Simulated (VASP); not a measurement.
# Ni (P6_3/mmc) in VASP: a series of runs

Ni is run at these levels: PBEsol; tasks: single point.

Everything below comes from runs of VASP 6.6.1. Logs are shortened: lines on timing, memory, paths and dates and some standing lists are left out, and cuts for length are marked.

## Step 1: The cell of the first run

Symmetry: P6_3/mmc, No. 194, hexagonal system. Conventional cell: a = 2.448 Å, b = 2.448 Å, c = 4.073 Å, α = 90.00°, β = 90.00°, γ = 120.00°. Within 3.2 Å of Ni (site symmetry -6m2) lie 12 Ni at 2.45 to 2.48 Å.

This isn't the form of Ni at room conditions, which is fcc.

## Step 2: Single point, PBEsol, collinear spin, ferromagnetic start

The input, INCAR:

```
SYSTEM = Ni
PREC = Accurate
ENCUT = 520
EDIFF = 1E-6
ISMEAR = 0
SIGMA = 0.05
LREAL = .FALSE.
LASPH = .TRUE.
NELM = 150
ALGO = Normal
ISIF = 2
LWAVE = .FALSE.
LCHARG = .FALSE.
ISPIN = 2
MAGMOM = 1.5 1.5
LORBIT = 11
LMAXMIX = 4
GGA = PS
NBANDS = 21
```

The input, KPOINTS:

```
Automatic mesh
0
G
  14 14 8
  0 0 0
```

The input, POSCAR:

```
Ni
1.0
    2.4480230000      0.0000000000      0.0000000000
   -1.2240110000      2.1200500000      0.0000000000
    0.0000000000      0.0000000000      4.0728080000
Ni
2
Direct
    0.3333333333      0.6666666667      0.2500000000
    0.6666666667      0.3333333333      0.7500000000
```

Potentials or basis: VASP PAW PBE potentials, release 64 (Ni).

Command:

```console
> cat potpaw_PBE.64/Ni/POTCAR > POTCAR
> mpirun -np 1 vasp_std > vasp.out
```

OUTCAR:

```text
SYSTEM = Ni
   PREC = Accurate
   ENCUT = 520
   EDIFF = 1E-6
   ISMEAR = 0
   LREAL = .FALSE.
   LASPH = .TRUE.
   NELM = 150
   ISIF = 2
   ISPIN = 2
   LORBIT = 11
   GGA = PS

 ion  position               nearest neighbor table
   1  0.333  0.667  0.250-   2 2.48   2 2.48   2 2.48   2 2.48   2 2.48   2 2.48
   2  0.667  0.333  0.750-   1 2.48   1 2.48   1 2.48   1 2.48   1 2.48   1 2.48

  LATTYP: Found a hexagonal cell.
 ALAT       =     2.4480230000
 C/A-ratio  =     1.6637131269

  Lattice vectors:

 A1 = (   2.4480230000,   0.0000000000,   0.0000000000)
 A2 = (  -1.2240110000,   2.1200500000,   0.0000000000)
 A3 = (   0.0000000000,   0.0000000000,   4.0728080000)

Analysis of symmetry for initial positions (statically):
=====================================================================
 Subroutine PRICEL returns:
 Original cell was already a primitive cell.

 Routine SETGRP: Setting up the symmetry group for a
 hexagonal supercell.

 Subroutine GETGRP returns: Found 24 space group operations
 (whereof 12 operations were pure point group operations)
 out of a pool of 24 trial point group operations.

The static configuration has the point symmetry D_3d.
 The point group associated with its full space group is D_6h.

Analysis of symmetry for dynamics (positions and initial velocities):
=====================================================================
 Subroutine PRICEL returns:
 Original cell was already a primitive cell.

 Routine SETGRP: Setting up the symmetry group for a
 hexagonal supercell.

 Subroutine GETGRP returns: Found 24 space group operations
 (whereof 12 operations were pure point group operations)
 out of a pool of 24 trial point group operations.

The dynamic configuration has the point symmetry D_3d.
 The point group associated with its full space group is D_6h.

Analysis of structural, dynamic, and magnetic symmetry:
=====================================================================
 Subroutine PRICEL returns:
 Original cell was already a primitive cell.

 Routine SETGRP: Setting up the symmetry group for a
 hexagonal supercell.

 Subroutine GETGRP returns: Found 24 space group operations
 (whereof 12 operations were pure point group operations)
 out of a pool of 24 trial point group operations.

The overall configuration has the point symmetry D_3d.
 The point group associated with its full space group is D_6h.

 Subroutine INISYM returns: Found 24 space group operations
 (whereof 12 operations are pure point group operations),
 and found     1 'primitive' translations

----------------------------------------------------------------------------------------

                                     Primitive cell

  volume of cell :      21.1376

  direct lattice vectors                    reciprocal lattice vectors
     2.448023000  0.000000000  0.000000000     0.408492894  0.235843398  0.000000000
    -1.224011000  2.120050000  0.000000000     0.000000000  0.471686989  0.000000000
     0.000000000  0.000000000  4.072808000     0.000000000  0.000000000  0.245530848

  length of vectors
     2.448023000  2.448022657  4.072808000     0.471686922  0.471686989  0.245530848

  position of ions in fractional coordinates (direct lattice)
     0.333333333  0.666666667  0.250000000
     0.666666667  0.333333333  0.750000000

  ion indices of the primitive-cell ions
   primitive index   ion index
                 1           1
                 2           2

----------------------------------------------------------------------------------------

 KPOINTS: Automatic mesh

Automatic generation of k-mesh.
 Grid dimensions read from file:
 generate k-points for:   14   14    8

 Generating k-lattice:

  Cartesian coordinates                     Fractional coordinates (reciprocal lattice)
     0.029178064  0.016845957  0.000000000     0.071428571  0.000000000  0.000000000
     0.000000000  0.033691928  0.000000000     0.000000000  0.071428571  0.000000000
     0.000000000  0.000000000  0.030691356     0.000000000  0.000000000  0.125000000

  Length of vectors
     0.033691923  0.033691928  0.030691356

  Shift w.r.t. Gamma in fractional coordinates (k-lattice)
     0.000000000  0.000000000  0.000000000

 Subroutine IBZKPT returns following result:
 ===========================================

 Found    120 irreducible k-points:

 Following reciprocal coordinates:
            Coordinates               Weight
  0.000000  0.000000  0.000000      1.000000
  0.071429  0.000000  0.000000      6.000000
  0.142857  0.000000  0.000000      6.000000
  0.214286  0.000000  0.000000      6.000000
  0.285714  0.000000  0.000000      6.000000
  0.357143 -0.000000  0.000000      6.000000
[... 16 lines left out ...]
  0.285714  0.285714  0.000000      6.000000
  0.357143  0.285714  0.000000      6.000000
 [... further k-points ...]
   k-points           NKPTS =    120   k-points in BZ     NKDIM =    120   number of bands    NBANDS=     21
   number of dos      NEDOS =    301   number of ions     NIONS =      2
   total plane-waves  NPLWV =   9720
   dimension x,y,z NGX =    18 NGY =   18 NGZ =   30
   dimension x,y,z NGXF=    36 NGYF=   36 NGZF=   60
   ions per type =               2
   NGX,Y,Z   is equivalent  to a cutoff of  12.22, 12.22, 12.25 a.u.
   NGXF,Y,Z  is equivalent  to a cutoff of  24.45, 24.45, 24.49 a.u.
 SYSTEM =  Ni
   PREC   = accura    normal or accurate (medium, high low for compatibility)
   ISTART =      0    job   : 0-new  1-cont  2-samecut
   ICHARG =      2    charge: 1-file 2-atom 10-const
   ISPIN  =      2    spin polarized calculation?
   LNONCOLLINEAR =      F non collinear calculations
   LSORBIT =      F    spin-orbit coupling
   LASPH  =      T    aspherical Exc in radial PAW
   ENCUT  =  520.0 eV  38.22 Ry    6.18 a.u.   4.55  4.55  7.57*2*pi/ulx,y,z
   NELM   =    150;   NELMIN=  2; NELMDL= -5     # of ELM steps
   EDIFF  = 0.1E-05   stopping-criterion for ELM
   LREAL  =      F    real-space projection
   EDIFFG = 0.1E-04   stopping-criterion for IOM
   NSW    =      0    number of steps for IOM
   IBRION =     -1    ionic relax: 0-MD 1-quasi-New 2-CG
   NFREE  =      0    steps in history (QN), initial steepest desc. (CG)
   ISIF   =      2    stress and relaxation
   ISYM   =      2    0-nonsym 1-usesym 2-fastsym
   POTIM  = 0.5000    time-step for ionic-motion
   TEBEG  =    0.0;   TEEND  =   0.0 temperature during run
   PSTRESS=    0.0 pullay stress
   NELECT =      20.0000    total number of electrons
   NUPDOWN=      -1.0000    fix difference up-down
   EMIN   =  10.00;   EMAX   =-10.00  energy-range for DOS
   EFERMI =   0.00;   METHOD = LEGACY
   ISMEAR =     0;   SIGMA  =   0.05  broadening in eV -4-tet -1-fermi 0-gaus
   EFERMI_NEDOS =   21; number of points for ismear=-14 and -15
   IALGO  =     38    algorithm
   IMIX   =      4    mixing-type and parameters
     AMIX     =   0.40;   BMIX     =  1.00
     AMIX_MAG =   1.60;   BMIX_MAG =  1.00
  volume/ion in A,a.u.               =      10.57        71.32
  Fermi-wavevector in a.u.,A,eV,Ry     =   1.607187  3.037142 35.144515  2.583049
  Thomas-Fermi vector in A             =   2.703255
   LORBIT       =     11    0 simple, 1 ext, 2 COOP (PROOUT), +10 PAW based schemes
   GGA     = PS    functional components
   LHFCALC =     F    Hartree Fock is set to
   AEXX    =    0.0000 exact exchange contribution
   IVDW    =     0    specifies the selected vdW correction
   LEPSILON=     F    determine dielectric tensor
   LRPA    =     F    only Hartree local field effects (RPA)
 spin polarized calculation
 Gauss-broadening in eV      SIGMA  =   0.05
  energy-cutoff  :      520.00
  volume of cell :       21.14
 maximum number of plane-waves:       592
   NGX =  9   NGY =  9   NGZ = 15

 number of electron      19.9999997 magnetization       1.1712750

 Free energy of the ion-electron system (eV)
  ---------------------------------------------------
  ext. energy  EPLUGINS =         0.00000000
  ---------------------------------------------------
  free energy    TOTEN  =       -12.20872379 eV

  energy without entropy =      -12.20261373  energy(sigma->0) =      -12.20566876

 E-fermi :   9.6160     XC(G=0): -13.6064

 val. band max:        9.6156242107   @ k =   0.2143   0.1429   0.0000
 cond. band min:       9.6202655910   @ k =   0.2143   0.1429   0.5000
 fundamental gap:      0.0046413802
 Fermi energy:         9.6160065391

 spin component 1

 k-point     1 :       0.0000    0.0000    0.0000
  band No.  band energies     occupation
      1       0.3407      1.00000
      2       4.5956      1.00000
      3       7.0774      1.00000
      4       7.2258      1.00000
      5       7.2258      1.00000
      6       7.4912      1.00000
[... 13 lines left out ...]
     20      36.3107      0.00000
     21      40.2235      0.00000
[... 529 lines left out ...]
 k-point    24 :       0.3571    0.2857    0.0000
  band No.  band energies     occupation
      1       5.6691      1.00000
      2       5.8139      1.00000
      3       5.8928      1.00000
      4       6.1841      1.00000
      5       6.9654      1.00000
      6       7.0445      1.00000
[... 13 lines left out ...]
     20      43.1351      0.00000
     21      45.6149      0.00000

 [... further k-points ...]

 spin component 2

 k-point     1 :       0.0000    0.0000    0.0000
  band No.  band energies     occupation
      1       0.3289      1.00000
      2       4.9588      1.00000
      3       7.7170      1.00000
      4       7.8495      1.00000
      5       7.8495      1.00000
      6       8.1319      1.00000
[... 13 lines left out ...]
     20      36.3992      0.00000
     21      40.3106      0.00000
[... 529 lines left out ...]
 k-point    24 :       0.3571    0.2857    0.0000
  band No.  band energies     occupation
      1       6.1389      1.00000
      2       6.2168      1.00000
      3       6.3456      1.00000
      4       6.5661      1.00000
      5       7.5018      1.00000
      6       7.5738      1.00000
[... 13 lines left out ...]
     20      43.1544      0.00000
     21      45.6461      0.00000

 [... further k-points ...]
[... 5 lines left out ...]
  --------------------------------------------------------------------------------------
  -------------------------------------------------------------------------------------
  Total       -0.3450557     -0.3450557     -0.7117199     -0.0000001      0.0000000      0.0000000
  in kB      -26.1543698    -26.1543671    -53.9466103     -0.0000062      0.0000000      0.0000000
  external PRESSURE =     -35.4184491 kB  Pullay stress =       0.0000000 kB

 VOLUME and BASIS-vectors are now :
 -----------------------------------------------------------------------------
  energy-cutoff  :      520.00
  volume of cell :       21.14
      direct lattice vectors                 reciprocal lattice vectors
     2.448023000  0.000000000  0.000000000     0.408492894  0.235843398  0.000000000
    -1.224011000  2.120050000  0.000000000     0.000000000  0.471686989  0.000000000
     0.000000000  0.000000000  4.072808000     0.000000000  0.000000000  0.245530848

 POSITION                                       TOTAL-FORCE (eV/Angst)
 -----------------------------------------------------------------------------------
      0.00000      1.41337      1.01820         0.000000      0.000000      0.000000
      1.22401      0.70668      3.05461        -0.000000      0.000000      0.000000
 -----------------------------------------------------------------------------------
    total drift:                               -0.000000      0.000000     -0.000000

  FREE ENERGIE OF THE ION-ELECTRON SYSTEM (eV)
  ---------------------------------------------------
  free  energy   TOTEN  =       -12.2087237915 eV

  energy  without entropy=      -12.2026137327  energy(sigma->0) =      -12.20566876

 total charge

# of ion       s       p       d       tot
------------------------------------------
    1        0.511   0.528   8.329   9.368
    2        0.511   0.528   8.329   9.368
--------------------------------------------------
tot          1.022   1.056  16.657  18.736

 magnetization (x)

# of ion       s       p       d       tot
------------------------------------------
    1       -0.006  -0.023   0.622   0.593
    2       -0.006  -0.023   0.622   0.593
--------------------------------------------------
tot         -0.012  -0.047   1.244   1.186
```

It took 2 min on 1 thread of Intel Xeon 8259CL, shared host; peak memory 0.19 GiB.

Results:

| Item | Value |
| --- | --- |
| Free energy | -12.2087 eV |
| Pressure | -3.5 GPa |
| Net moment | 1.17 μB per cell |
| Site moments | Ni +0.59 μB |
| Valence electrons inside the program's atomic spheres | Ni 9.37 |

Stress tensor (GPa, compression positive):
```
-2.62  0.00  0.00
 0.00 -2.62  0.00
 0.00  0.00 -5.39
```

Caveat: the cell stands under tension; the PAW data sets were made with another functional, which shifts forces and pressure a little.

## Step 3: Single point, PBEsol, collinear spin, ferromagnetic start

The input, INCAR:

```
PREC = Accurate
ENCUT = 520
EDIFF = 1E-6
ISMEAR = 0
SIGMA = 0.025
LREAL = F
LASPH = T
NELM = 150
ALGO = Normal
ISIF = 2
LWAVE = F
LCHARG = F
ISPIN = 2
MAGMOM = 1.5 1.5
LORBIT = 11
LMAXMIX = 4
GGA = PS
NBANDS = 21
```

The input, KPOINTS:

```
Automatic mesh
0
Gamma
  14 14 8
```

POSCAR is that of step 2.

Potentials or basis: VASP PAW PBE potentials, release 64 (Ni).

Command:

```console
> cat potpaw_PBE.64/Ni/POTCAR > POTCAR
> mpirun -np 1 vasp_std > vasp.out
```

Wall time 100 s (1 thread of Intel Xeon 8259CL, shared host); peak memory 0.19 GiB.

It converged, with:

```yaml
Free_energy: -12.2064 eV
Pressure: -3.7 GPa
Net_moment: 1.15 μB per cell
Site_moments: Ni +0.58 μB
Valence_electrons_inside_the_program's_atomic_spheres: Ni 9.37
```

Stress tensor (GPa, compression positive):
```
-2.82  0.00  0.00
 0.00 -2.82  0.00
 0.00  0.00 -5.55
```

Levels at points of the mesh, in eV from the Fermi level:
Spin up:
| k point | band 8 | band 9 | band 10 | band 11 | band 12 | band 13 | band 14 | band 15 |
| --- | --- | --- | --- | --- | --- | --- | --- | --- |
| (0.00, 0.00, 0.00) | -1.60 | -1.60 | -0.67 | -0.67 | -0.59 | 5.60 | 23.05 | 25.26 |
| (0.50, 0.00, 0.00) | -0.54 | -0.50 | -0.43 | 1.24 | 3.18 | 9.39 | 9.94 | 12.53 |
| (0.00, 0.00, 0.50) | -2.41 | -0.97 | -0.97 | -0.97 | -0.97 | 14.19 | 14.19 | 23.77 |
| (0.50, 0.00, 0.50) | -0.97 | -0.47 | -0.47 | 1.45 | 1.45 | 7.03 | 7.03 | 18.69 |
Spin down:
```csv
k point,band 6,band 7,band 8,band 9,band 10,band 11,band 12,band 13,band 14,band 15
"(0.00, 0.00, 0.00)",-1.49,-1.49,-0.99,-0.99,-0.63,-0.01,-0.01,5.98,22.95,25.21
"(0.50, 0.00, 0.00)",-1.80,-1.49,0.16,0.16,0.28,1.67,3.53,9.51,10.06,12.71
"(0.00, 0.00, 0.50)",-1.80,-1.80,-1.80,-0.31,-0.31,-0.31,-0.31,14.34,14.34,23.67
"(0.50, 0.00, 0.50)",-0.92,-0.42,-0.42,0.23,0.23,1.61,1.61,7.33,7.33,18.76
```

Caveat: the cell stands under tension; the PAW data sets were made with another functional, which shifts forces and pressure a little.
